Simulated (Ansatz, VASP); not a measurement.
# One calculation of As, two programs

```xyz
6
Lattice="2.9794 -3.1653 -0.0682 2.9794 3.1653 -0.0682 -3.0191 0.0000 6.8618" Properties=species:S:1:pos:R:3 pbc="T T T"
As    0.4086    0.9166    2.3820
As    4.0406    0.9166    0.9126
As    2.5311   -0.9166    4.3436
As   -1.1009   -0.9166    5.8129
As    1.4897    1.5826   -0.0341
As   -0.0199   -1.5826    3.3968
```

Alike in both runs: functional PBE; k mesh 10 × 10 × 6; occupations gaussian, width 0.1 eV; no spin polarisation.

Ansatz relaxed the structure, and its values are those at the end. VASP's run is a single point on that final structure, the one shown.

|  | VASP | Ansatz |
| --- | --- | --- |
| version | VASP 6.6.1 | Ansatz 0.2.0 |
| potentials or method | VASP PAW PBE potentials, release 64 (As), cutoff 520 eV | scalar-relativistic, plane waves, PAW |
| valence electrons in the cell | 30 | 90 |

```csv
,VASP,Ansatz,Ansatz less VASP
gap on the k mesh at the Fermi level (eV),none,none,-
pressure (GPa),0.2,0.0,-0.15
rms of the force components (eV/Å),0.006,0.001,-0.0044
```

A gap of «none» marks a metal or a gap that the smearing closes. VASP's potentials hold 30 valence electrons a cell and Ansatz's 90, so a difference there can come from the potentials and not from the codes.
